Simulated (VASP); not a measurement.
# TiCo (Pm-3m) in VASP: a series of runs

TiCo is run at these levels: PBE; tasks: single point, relaxation of cell and atoms.

Program: VASP 6.6.1. These are calculated values, not measurements. Logs are shortened: lines on timing, memory, paths and dates and some standing lists are left out, and cuts for length are marked.

### 1 The cell of the first run

The structure is cubic, space group Pm-3m (No. 221). Conventional cell: a = 3.082 Å, b = 3.082 Å, c = 3.082 Å, α = 90.00°, β = 90.00°, γ = 90.00°. Within 3.5 Å of Ti (site symmetry m-3m) lie 8 Co at 2.67 Å and 6 Ti at 3.08 Å. Within 3.5 Å of Co (site symmetry m-3m) lie 8 Ti at 2.67 Å and 6 Co at 3.08 Å.

### 2 Single point, PBE, collinear spin, ferromagnetic start (14.64 Å³/atom)

File INCAR:

```
ALGO     = Normal         # electronic algorithm
EDIFF    = 1E-6           # SCF threshold, eV
ENCUT    = 520            # plane-wave cutoff, eV
GGA      = PE             # functional
ISIF     = 2              # what is computed and relaxed
ISMEAR   = 0              # smearing method
ISPIN    = 2              # spin polarisation
LASPH    = T              # aspherical terms in the spheres
LCHARG   = F              # write CHGCAR
LMAXMIX  = 4              # l up to which the mixer works
LORBIT   = 11             # projections on sites
LREAL    = F              # projectors in reciprocal space
LWAVE    = F              # write WAVECAR
MAGMOM   = 0 1.09         # initial moments
NBANDS   = 22             # bands
NELM     = 150            # most SCF steps
PREC     = Accurate       # precision mode
SIGMA    = 0.1            # smearing width, eV
```

File KPOINTS:

```
k-points
0
Gamma
  14 14 14
```

File POSCAR:

```
TiCo
1.0
    3.0819623930      0.0000000000      0.0000000000
    0.0000000000      3.0819623930      0.0000000000
    0.0000000000      0.0000000000      3.0819623930
Ti Co
1 1
Direct
    0.0000000000      0.0000000000      0.0000000000
    0.5000000000      0.5000000000      0.5000000000
```

Potentials or basis: VASP PAW PBE potentials, release 64 (Ti_sv, Co).

Command:

```
$ cat potpaw_PBE.64/Ti_sv/POTCAR potpaw_PBE.64/Co/POTCAR > POTCAR
$ mpirun -np 1 vasp_std > vasp.out
```

OUTCAR:

```text
EDIFF = 1E-6
   ENCUT = 520
   GGA = PE
   ISIF = 2
   ISMEAR = 0
   ISPIN = 2
   LASPH = T
   LORBIT = 11
   LREAL = F
   NELM = 150
   PREC = Accurate

 ion  position               nearest neighbor table
   1  0.000  0.000  0.000-   2 2.67   2 2.67   2 2.67   2 2.67   2 2.67   2 2.67   2 2.67   2 2.67

   2  0.500  0.500  0.500-   1 2.67   1 2.67   1 2.67   1 2.67   1 2.67   1 2.67   1 2.67   1 2.67

  LATTYP: Found a simple cubic cell.
 ALAT       =     3.0819623930

  Lattice vectors:

 A1 = (   3.0819623930,   0.0000000000,   0.0000000000)
 A2 = (   0.0000000000,   3.0819623930,   0.0000000000)
 A3 = (   0.0000000000,   0.0000000000,   3.0819623930)

Analysis of symmetry for initial positions (statically):
=====================================================================
 Subroutine PRICEL returns:
 Original cell was already a primitive cell.

 Routine SETGRP: Setting up the symmetry group for a
 simple cubic supercell.

 Subroutine GETGRP returns: Found 48 space group operations
 (whereof 48 operations were pure point group operations)
 out of a pool of 48 trial point group operations.

The static configuration has the point symmetry O_h .

Analysis of symmetry for dynamics (positions and initial velocities):
=====================================================================
 Subroutine PRICEL returns:
 Original cell was already a primitive cell.

 Routine SETGRP: Setting up the symmetry group for a
 simple cubic supercell.

 Subroutine GETGRP returns: Found 48 space group operations
 (whereof 48 operations were pure point group operations)
 out of a pool of 48 trial point group operations.

The dynamic configuration has the point symmetry O_h .

Analysis of structural, dynamic, and magnetic symmetry:
=====================================================================
 Subroutine PRICEL returns:
 Original cell was already a primitive cell.

 Routine SETGRP: Setting up the symmetry group for a
 simple cubic supercell.

 Subroutine GETGRP returns: Found 48 space group operations
 (whereof 48 operations were pure point group operations)
 out of a pool of 48 trial point group operations.

The overall configuration has the point symmetry O_h .

 Subroutine INISYM returns: Found 48 space group operations
 (whereof 48 operations are pure point group operations),
 and found     1 'primitive' translations

----------------------------------------------------------------------------------------

                                     Primitive cell

  volume of cell :      29.2740

  direct lattice vectors                    reciprocal lattice vectors
     3.081962393  0.000000000  0.000000000     0.324468593  0.000000000  0.000000000
     0.000000000  3.081962393  0.000000000     0.000000000  0.324468593  0.000000000
     0.000000000  0.000000000  3.081962393     0.000000000  0.000000000  0.324468593

  length of vectors
     3.081962393  3.081962393  3.081962393     0.324468593  0.324468593  0.324468593

  position of ions in fractional coordinates (direct lattice)
     0.000000000  0.000000000  0.000000000
     0.500000000  0.500000000  0.500000000

  ion indices of the primitive-cell ions
   primitive index   ion index
                 1           1
                 2           2

----------------------------------------------------------------------------------------

 KPOINTS: k-points

Automatic generation of k-mesh.
 Grid dimensions read from file:
 generate k-points for:   14   14   14

 Generating k-lattice:

  Cartesian coordinates                     Fractional coordinates (reciprocal lattice)
     0.023176328  0.000000000  0.000000000     0.071428571  0.000000000  0.000000000
     0.000000000  0.023176328  0.000000000     0.000000000  0.071428571  0.000000000
     0.000000000  0.000000000  0.023176328     0.000000000  0.000000000  0.071428571

  Length of vectors
     0.023176328  0.023176328  0.023176328

  Shift w.r.t. Gamma in fractional coordinates (k-lattice)
     0.000000000  0.000000000  0.000000000

 Subroutine IBZKPT returns following result:
 ===========================================

 Found    120 irreducible k-points:

 Following reciprocal coordinates:
            Coordinates               Weight
  0.000000  0.000000  0.000000      1.000000
  0.071429  0.000000  0.000000      6.000000
  0.142857  0.000000  0.000000      6.000000
  0.214286  0.000000  0.000000      6.000000
  0.285714  0.000000  0.000000      6.000000
  0.357143  0.000000  0.000000      6.000000
[... 16 lines left out ...]
  0.285714  0.214286  0.000000     24.000000
  0.357143  0.214286  0.000000     24.000000
 [... further k-points ...]
   k-points           NKPTS =    120   k-points in BZ     NKDIM =    120   number of bands    NBANDS=     22
   number of dos      NEDOS =    301   number of ions     NIONS =      2
   total plane-waves  NPLWV =  13824
   dimension x,y,z NGX =    24 NGY =   24 NGZ =   24
   dimension x,y,z NGXF=    48 NGYF=   48 NGZF=   48
   ions per type =               1   1
   NGX,Y,Z   is equivalent  to a cutoff of  12.95, 12.95, 12.95 a.u.
   NGXF,Y,Z  is equivalent  to a cutoff of  25.89, 25.89, 25.89 a.u.
 SYSTEM =  unknown system
   PREC   = accura    normal or accurate (medium, high low for compatibility)
   ISTART =      0    job   : 0-new  1-cont  2-samecut
   ICHARG =      2    charge: 1-file 2-atom 10-const
   ISPIN  =      2    spin polarized calculation?
   LNONCOLLINEAR =      F non collinear calculations
   LSORBIT =      F    spin-orbit coupling
   LASPH  =      T    aspherical Exc in radial PAW
   ENCUT  =  520.0 eV  38.22 Ry    6.18 a.u.   5.73  5.73  5.73*2*pi/ulx,y,z
   NELM   =    150;   NELMIN=  2; NELMDL= -5     # of ELM steps
   EDIFF  = 0.1E-05   stopping-criterion for ELM
   LREAL  =      F    real-space projection
   EDIFFG = 0.1E-04   stopping-criterion for IOM
   NSW    =      0    number of steps for IOM
   IBRION =     -1    ionic relax: 0-MD 1-quasi-New 2-CG
   NFREE  =      0    steps in history (QN), initial steepest desc. (CG)
   ISIF   =      2    stress and relaxation
   ISYM   =      2    0-nonsym 1-usesym 2-fastsym
   POTIM  = 0.5000    time-step for ionic-motion
   TEBEG  =    0.0;   TEEND  =   0.0 temperature during run
   PSTRESS=    0.0 pullay stress
   NELECT =      21.0000    total number of electrons
   NUPDOWN=      -1.0000    fix difference up-down
   EMIN   =  10.00;   EMAX   =-10.00  energy-range for DOS
   EFERMI =   0.00;   METHOD = LEGACY
   ISMEAR =     0;   SIGMA  =   0.10  broadening in eV -4-tet -1-fermi 0-gaus
   EFERMI_NEDOS =   21; number of points for ismear=-14 and -15
   IALGO  =     38    algorithm
   IMIX   =      4    mixing-type and parameters
     AMIX     =   0.40;   BMIX     =  1.00
     AMIX_MAG =   1.60;   BMIX_MAG =  1.00
  volume/ion in A,a.u.               =      14.64        98.78
  Fermi-wavevector in a.u.,A,eV,Ry     =   1.465505  2.769403 29.221293  2.147704
  Thomas-Fermi vector in A             =   2.581354
   LORBIT       =     11    0 simple, 1 ext, 2 COOP (PROOUT), +10 PAW based schemes
   GGA     = PE    functional components
   LHFCALC =     F    Hartree Fock is set to
   AEXX    =    0.0000 exact exchange contribution
   IVDW    =     0    specifies the selected vdW correction
   LEPSILON=     F    determine dielectric tensor
   LRPA    =     F    only Hartree local field effects (RPA)
 spin polarized calculation
 Gauss-broadening in eV      SIGMA  =   0.10
  energy-cutoff  :      520.00
  volume of cell :       29.27
 maximum number of plane-waves:       840
 NGX is ok and might be reduce to    24
   NGX = 11   NGY = 11   NGZ = 11

 number of electron      21.0000015 magnetization       0.9163355

 Free energy of the ion-electron system (eV)
  ---------------------------------------------------
  ext. energy  EPLUGINS =         0.00000000
  ---------------------------------------------------
  free energy    TOTEN  =       -15.55752432 eV

  energy without entropy =      -15.54948871  energy(sigma->0) =      -15.55350652

 E-fermi :   8.7187     XC(G=0): -12.0779

 val. band max:        8.7186061069   @ k =   0.5000   0.1429   0.0714
 cond. band min:       8.7214543644   @ k =   0.2857   0.0714   0.0000
 fundamental gap:      0.0028482575
 Fermi energy:         8.7186659210

 spin component 1

 k-point     1 :       0.0000    0.0000    0.0000
  band No.  band energies     occupation
      1     -48.5211      1.00000
      2     -24.6351      1.00000
      3     -24.6351      1.00000
      4     -24.6351      1.00000
      5       1.4799      1.00000
      6       4.9521      1.00000
[... 14 lines left out ...]
     21      26.1418      0.00000
     22      28.9627      0.00000

 k-point     2 :       0.0714    0.0000    0.0000
  band No.  band energies     occupation
      1     -48.5201      1.00000
      2     -24.6457      1.00000
      3     -24.6343      1.00000
      4     -24.6343      1.00000
      5       1.5730      1.00000
      6       4.9855      1.00000
[... 542 lines left out ...]
 k-point    24 :       0.3571    0.2143    0.0000
  band No.  band energies     occupation
      1     -48.4968      1.00000
      2     -24.7961      1.00000
      3     -24.7000      1.00000
      4     -24.6148      1.00000
      5       4.0569      1.00000
      6       5.4535      1.00000
[... 14 lines left out ...]
     21      25.8881      0.00000
     22      26.9684      0.00000

 [... further k-points ...]

 spin component 2

 k-point     1 :       0.0000    0.0000    0.0000
  band No.  band energies     occupation
      1     -48.6081      1.00000
      2     -24.7238      1.00000
      3     -24.7238      1.00000
      4     -24.7238      1.00000
      5       1.4300      1.00000
      6       5.7388      1.00000
[... 14 lines left out ...]
     21      26.2887      0.00000
     22      28.7798      0.00000

 k-point     2 :       0.0714    0.0000    0.0000
  band No.  band energies     occupation
      1     -48.6071      1.00000
      2     -24.7346      1.00000
      3     -24.7230      1.00000
      4     -24.7230      1.00000
      5       1.5233      1.00000
      6       5.7762      1.00000
[... 542 lines left out ...]
 k-point    24 :       0.3571    0.2143    0.0000
  band No.  band energies     occupation
      1     -48.5836      1.00000
      2     -24.8869      1.00000
      3     -24.7896      1.00000
      4     -24.7034      1.00000
      5       4.0860      1.00000
      6       6.0393      1.00000
[... 14 lines left out ...]
     21      25.7332      0.00000
     22      27.0033      0.00000

 [... further k-points ...]
[... 5 lines left out ...]
  --------------------------------------------------------------------------------------
  -------------------------------------------------------------------------------------
  Total       -2.3763127     -2.3763127     -2.3763127     -0.0000000     -0.0000000      0.0000000
  in kB     -130.0565296   -130.0565296   -130.0565296     -0.0000000     -0.0000000      0.0000000
  external PRESSURE =    -130.0565296 kB  Pullay stress =       0.0000000 kB

 VOLUME and BASIS-vectors are now :
 -----------------------------------------------------------------------------
  energy-cutoff  :      520.00
  volume of cell :       29.27
      direct lattice vectors                 reciprocal lattice vectors
     3.081962393  0.000000000  0.000000000     0.324468593  0.000000000  0.000000000
     0.000000000  3.081962393  0.000000000     0.000000000  0.324468593  0.000000000
     0.000000000  0.000000000  3.081962393     0.000000000  0.000000000  0.324468593

 POSITION                                       TOTAL-FORCE (eV/Angst)
 -----------------------------------------------------------------------------------
      0.00000      0.00000      0.00000         0.000000      0.000000      0.000000
      1.54098      1.54098      1.54098         0.000000      0.000000      0.000000
 -----------------------------------------------------------------------------------
    total drift:                                0.000000      0.000000     -0.000000

  FREE ENERGIE OF THE ION-ELECTRON SYSTEM (eV)
  ---------------------------------------------------
  free  energy   TOTEN  =       -15.5575243242 eV

  energy  without entropy=      -15.5494887093  energy(sigma->0) =      -15.55350652

 total charge

# of ion       s       p       d       tot
------------------------------------------
    1        2.227   6.149   1.787  10.163
    2        0.491   0.406   7.243   8.140
--------------------------------------------------
tot          2.719   6.556   9.030  18.304

 magnetization (x)

# of ion       s       p       d       tot
------------------------------------------
    1       -0.004  -0.016  -0.093  -0.113
    2        0.030  -0.009   1.098   1.118
--------------------------------------------------
tot          0.026  -0.025   1.005   1.006
```

Run time: 2.9 min. Hardware: 1 thread of Intel Xeon 8259CL, shared host; peak memory 0.24 GiB.

What came out:

```yaml
Free_energy: -15.5575 eV
Pressure: -13.0 GPa
Net_moment: 0.92 μB per cell
Site_moments: Ti -0.11; Co +1.12 μB
Valence_electrons_inside_the_program's_atomic_spheres: Ti 10.16; Co 8.14
```

Caveat: the cell stands under tension.

### 3 Relaxation of cell and atoms, PBE, collinear spin, ferromagnetic start, target pressure 1 GPa, at which the enthalpy is minimised

This run uses another cell than the first one, of 13.18 Å³/atom.

File INCAR:

```
PREC = Accurate
ENCUT = 600
EDIFF = 1E-7
ISMEAR = 0
SIGMA = 0.1
LREAL = F
LASPH = T
NELM = 150
ALGO = Normal
ISIF = 3
LWAVE = F
LCHARG = F
ISPIN = 2
MAGMOM = 0 1.09
LORBIT = 11
LMAXMIX = 4
GGA = PE
IBRION = 2
NSW = 70
EDIFFG = -0.008
PSTRESS = 10.0
```

File KPOINTS:

```
regular mesh
0
Gamma
  14 14 14
```

File POSCAR:

```
TiCo
1.0
    2.9757929025      0.0000000000      0.0000000000
    0.0000000000      2.9757929025      0.0000000000
    0.0000000000      0.0000000000      2.9757929025
Ti Co
1 1
Direct
    0.0000000000      0.0000000000      0.0000000000
    0.5000000000      0.5000000000      0.5000000000
```

Potentials or basis: VASP PAW PBE potentials, release 64 (Ti_sv, Co).

Command:

```
$ cat potpaw_PBE.64/Ti_sv/POTCAR potpaw_PBE.64/Co/POTCAR > POTCAR
$ mpirun -np 1 vasp_std > vasp.out
```

OUTCAR:

```text
PREC = Accurate
   ENCUT = 600
   EDIFF = 1E-7
   ISMEAR = 0
   LREAL = F
   LASPH = T
   NELM = 150
   ISIF = 3
   ISPIN = 2
   LORBIT = 11
   GGA = PE
   IBRION = 2
   NSW = 70
   EDIFFG = -0.008
   PSTRESS = 10.0

 ion  position               nearest neighbor table
   1  0.000  0.000  0.000-   2 2.58   2 2.58   2 2.58   2 2.58   2 2.58   2 2.58   2 2.58   2 2.58

   2  0.500  0.500  0.500-   1 2.58   1 2.58   1 2.58   1 2.58   1 2.58   1 2.58   1 2.58   1 2.58

  LATTYP: Found a simple cubic cell.
 ALAT       =     2.9757929025

[... 1086 lines left out ...]
 -----------------------------------------------------------------------------
  energy-cutoff  :      600.00
  volume of cell :       26.35
      direct lattice vectors                 reciprocal lattice vectors
     2.975792902  0.000000000  0.000000000     0.336044890  0.000000000  0.000000000
     0.000000000  2.975792902  0.000000000     0.000000000  0.336044890  0.000000000
     0.000000000  0.000000000  2.975792902     0.000000000  0.000000000  0.336044890

 POSITION                                       TOTAL-FORCE (eV/Angst)
 -----------------------------------------------------------------------------------
      0.00000      0.00000      0.00000         0.000000      0.000000      0.000000
      1.48790      1.48790      1.48790         0.000000      0.000000      0.000000
 -----------------------------------------------------------------------------------
    total drift:                                0.000000      0.000000     -0.000000

  FREE ENERGIE OF THE ION-ELECTRON SYSTEM (eV)
  ---------------------------------------------------
  free  energy   TOTEN  =       -15.6777789356 eV

  energy  without entropy=      -15.6676268515  energy(sigma->0) =      -15.67270289

  enthalpy is  TOTEN    =       -15.5133048319 eV   P V=        0.1644741037

 reached required accuracy - stopping structural energy minimisation

 total charge

# of ion       s       p       d       tot
------------------------------------------
    1        2.250   6.183   1.868  10.301
    2        0.530   0.466   7.308   8.304
--------------------------------------------------
tot          2.779   6.650   9.177  18.606

 magnetization (x)

# of ion       s       p       d       tot
------------------------------------------
    1       -0.002  -0.012  -0.009  -0.024
    2        0.028  -0.004   0.908   0.932
--------------------------------------------------
tot          0.026  -0.016   0.899   0.909
```

OSZICAR:

```text
N       E                     dE             d eps       ncg     rms          rms(c)
DAV:   1     0.159214282315E+03    0.15921E+03   -0.11416E+04  7208   0.195E+03
DAV:   2    -0.865223720621E+01   -0.16787E+03   -0.16461E+03  7494   0.404E+02
DAV:   3    -0.177025472011E+02   -0.90503E+01   -0.89559E+01 11329   0.103E+02
DAV:   4    -0.179250865777E+02   -0.22254E+00   -0.22191E+00  8559   0.135E+01
DAV:   5    -0.179346325812E+02   -0.95460E-02   -0.95458E-02 10419   0.248E+00    0.135E+01
DAV:   6    -0.164757575161E+02    0.14589E+01   -0.15413E+01  8656   0.582E+01    0.932E+00
DAV:   7    -0.175641183991E+02   -0.10884E+01   -0.20762E+01 10183   0.492E+01    0.184E+01
DAV:   8    -0.156481997309E+02    0.19159E+01   -0.10370E+01 10757   0.332E+01    0.162E+00
DAV:   9    -0.156715210686E+02   -0.23321E-01   -0.25863E-01 10497   0.544E+00    0.229E+00
DAV:  10    -0.156732239245E+02   -0.17029E-02   -0.68486E-02  8813   0.317E+00    0.141E+00
DAV:  11    -0.156778733606E+02   -0.46494E-02   -0.53028E-02 10655   0.271E+00    0.863E-01
DAV:  12    -0.156784736574E+02   -0.60030E-03   -0.30863E-02 10684   0.191E+00    0.435E-01
DAV:  13    -0.156780945531E+02    0.37910E-03   -0.33165E-03  9021   0.653E-01    0.223E-01
DAV:  14    -0.156777967270E+02    0.29783E-03   -0.74980E-04 10487   0.318E-01    0.922E-02
DAV:  15    -0.156777724806E+02    0.24246E-04   -0.16099E-04  9785   0.108E-01    0.306E-02
DAV:  16    -0.156777777888E+02   -0.53082E-05   -0.46340E-05 10484   0.615E-02    0.103E-02
DAV:  17    -0.156777788370E+02   -0.10481E-05   -0.76014E-06 10661   0.322E-02    0.298E-03
DAV:  18    -0.156777789356E+02   -0.98682E-07   -0.48995E-07  7713   0.799E-03
   1 F= -.15513305E+02 E0= -.15508229E+02  d E =-.155133E+02  mag=     0.8623
```

Run time: 47 s. Hardware: 1 thread of Intel Xeon 6975P-C (Granite Rapids), shared host; peak memory 0.23 GiB.

Results:

```
Free energy                                           : -15.6778 eV
Pressure after relaxing                               : 1.0 GPa
Net moment                                            : 0.86 μB per cell
Site moments                                          : Ti -0.02; Co +0.93 μB
Valence electrons inside the program's atomic spheres : Ti 10.30; Co 8.30
```

Final structure:
```yaml
crystal:
  lattice:
    - [2.97579, 0.00000, 0.00000]
    - [0.00000, 2.97579, 0.00000]
    - [0.00000, 0.00000, 2.97579]
  atoms:
    - { symbol: Ti, position: [0.00000, 0.00000, 0.00000] }
    - { symbol: Co, position: [0.50000, 0.50000, 0.50000] }
```

Caveat: the relaxation stopped at its first step, so nothing moved; the cell is relaxed towards a set pressure, so the run minimises the enthalpy, not the energy.

[end of part 1 of 2]
